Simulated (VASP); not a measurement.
A run of VASP 6.6.1:

The input INCAR:

```
SYSTEM = NbAgC3
  PREC = Accurate
  ENCUT = 520
  EDIFF = 1E-7
  ISMEAR = 0
  SIGMA = 0.1
  LREAL = .False.
  LASPH = .True.
  NELM = 60
  ALGO = Normal
  ISIF = 2
  LWAVE = .False.
  LCHARG = .True.
  GGA = PE
  LELF = .True.
  LVHAR = .True.
  NBANDS = 26
```

The input KPOINTS:

```
regular mesh
0
Gamma
  4 4 4
  0 0 0
```

File POSCAR:

```
NbAgC3
1.0
    3.9822762647      0.0000000000      0.0000000000
    0.0000000000      3.9822762647      0.0000000000
    0.0000000000      0.0000000000      3.9822762647
Nb Ag C
1 1 3
Direct
    0.0000000000      0.0000000000      0.0000000000
    0.5000000000      0.5000000000      0.5000000000
    0.5000000000      0.5000000000      0.0000000000
    0.5000000000      0.0000000000      0.5000000000
    0.0000000000      0.5000000000      0.5000000000
```

Potentials or basis: VASP PAW PBE potentials, release 64 (Nb_sv, Ag, C).

Run with:

```console
$ cat potpaw_PBE.64/Nb_sv/POTCAR potpaw_PBE.64/Ag/POTCAR potpaw_PBE.64/C/POTCAR > POTCAR
$ mpirun -np 1 vasp_std > vasp.out
```

Hardware: 1 thread of Intel(R) Xeon(R) 6975P-C (Granite Rapids) (shared host).

Q: How long does it take, and how much memory?

A: Run time: 13 s on 1 thread of Intel(R) Xeon(R) 6975P-C (Granite Rapids), on a shared host, peak memory 0.17 GiB. Counts: scf iterations 19, k points 10.
